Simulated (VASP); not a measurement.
Input of a VASP 6.6.1 run:

File INCAR:

```
SYSTEM = V
ALGO     = Normal         ! electronic algorithm
EDIFF    = 1E-8           ! SCF threshold, eV
ENCUT    = 520            ! plane-wave cutoff, eV
GGA      = PS             ! functional
ISIF     = 2              ! what is computed and relaxed
ISMEAR   = -1             ! smearing method
ISPIN    = 2              ! spin polarisation
LASPH    = .True.         ! aspherical terms in the spheres
LCHARG   = .False.        ! write CHGCAR
LEFG     = .True.       
LMAXMIX  = 4              ! l up to which the mixer works
LORBIT   = 11             ! projections on sites
LREAL    = .False.        ! projectors in reciprocal space
LWAVE    = .False.        ! write WAVECAR
MAGMOM   = 1.5            ! initial moments
NBANDS   = 16             ! bands
NELM     = 150            ! most SCF steps
PREC     = Accurate       ! precision mode
SIGMA    = 0.03           ! smearing width, eV
```

KPOINTS

```
k-points
0
Gamma
  19 19 19
  0 0 0
```

Contents of POSCAR:

```
V
1.0
   -1.5230201596      1.5230201596      1.5230201596
    1.5230201596     -1.5230201596      1.5230201596
    1.5230201596      1.5230201596     -1.5230201596
V
1
Direct
    0.0000000000      0.0000000000      0.0000000000
```

Potentials or basis: VASP PAW PBE potentials, release 64 (V_sv).

Command:

```console
$ cat potpaw_PBE.64/V_sv/POTCAR > POTCAR
$ mpirun -np 1 vasp_std > vasp.out
```

Estimate the net moment.

0.00 μB per cell.

Predict the pressure.

-14.5 GPa.

Caveat: the cell stands under tension; the PAW data sets were made with another functional, which shifts forces and pressure a little.
